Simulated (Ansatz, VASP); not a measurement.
## Two plane-wave programs on CoO

```
CELL_PARAMETERS angstrom
3.21882 0.00000 0.00000
-1.60941 2.78758 0.00000
0.00000 0.00000 5.26334
ATOMIC_POSITIONS crystal
Co 0.33333 0.66667 0.50336
Co 0.00000 0.00000 0.00347
O 0.33333 0.66667 0.87156
O 0.00000 0.00000 0.37161
```

Alike in both runs: task single point; functional r2SCAN; k mesh 10 × 10 × 5; occupations fermi-dirac, width 0.05 eV; collinear spin.

```csv
,VASP,Ansatz
version,VASP 6.6.1,Ansatz 0.2.0
potentials or method,"VASP PAW PBE potentials, release 64 (Co, O)",Ansatz PAW
plane-wave cutoff (eV),520,500
valence electrons in the cell,30,46
```

```tsv
	VASP	Ansatz	Ansatz less VASP
gap on the k mesh at the Fermi level (eV)	0.54	0.71	+0.172
least direct gap on the mesh (eV)	0.54	0.85	+0.315
pressure (GPa)	-1.0	-2.3	-1.33
traceless stress, the component that is largest in VASP (GPa)	1.38	-0.18	-1.564
net moment per atom (μB)	1.50	0.00	-1.500
size of the moment on the site where the two differ most (μB)	2.64	2.35	-0.289
```

The net moments are unlike, so the other rows may belong to different states. VASP's potentials were made for PBE, not for r2SCAN. Site moments also hang on the region over which each program counts them. VASP's potentials hold 30 valence electrons a cell and Ansatz's 46, so a difference there can come from the potentials and not from the codes.

Noted on Ansatz's run: the magnetic or orbital state may not be the lowest; odd divisions of the mesh miss points on the zone boundary, where band edges often lie, so the gap on the mesh can be too wide.
